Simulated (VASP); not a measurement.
Input of a VASP 6.6.1 run:

The input INCAR:

```
SYSTEM = SiC
ALGO = Normal
EDIFF = 1E-8
ENCUT = 520
GGA = PE
IBRION = 8
ISIF = 2
ISMEAR = 0
LASPH = .True.
LCHARG = .False.
LEPSILON = .True.
LREAL = .False.
LWAVE = .False.
NBANDS = 11
NELM = 80
NSW = 1
PREC = Accurate
SIGMA = 0.01
```

The input KPOINTS:

```
k-points
0
Gamma
  12 12 12
  0 0 0
```

Contents of POSCAR:

```
SiC
1.0
    0.0000000000      2.2043669328      2.2043669328
    2.2043669328      0.0000000000      2.2043669328
    2.2043669328      2.2043669328      0.0000000000
Si C
1 1
Direct
    0.0000000000      0.0000000000      0.0000000000
    0.7500000000      0.7500000000      0.7500000000
```

Potentials or basis: VASP PAW PBE potentials, release 64 (Si, C).

Run with:

```sh
$ cat potpaw_PBE.64/Si/POTCAR potpaw_PBE.64/C/POTCAR > POTCAR
$ mpirun -np 1 vasp_std > vasp.out
```

(1) Predict the electronic dielectric tensor (diagonal).

(2) Estimate the Born charges (mean of the diagonal).

(3) Predict the highest phonon frequency at Γ, LO-TO splitting left out.

Results:

(1) 7.07.

(2) Si +2.67; C -2.67 e.

(3) 758 cm⁻¹.

Caveat: the cell differs from its parent crystal (phonons at volume x 1.02); the cell wasn't relaxed at this level first, which shifts response properties.
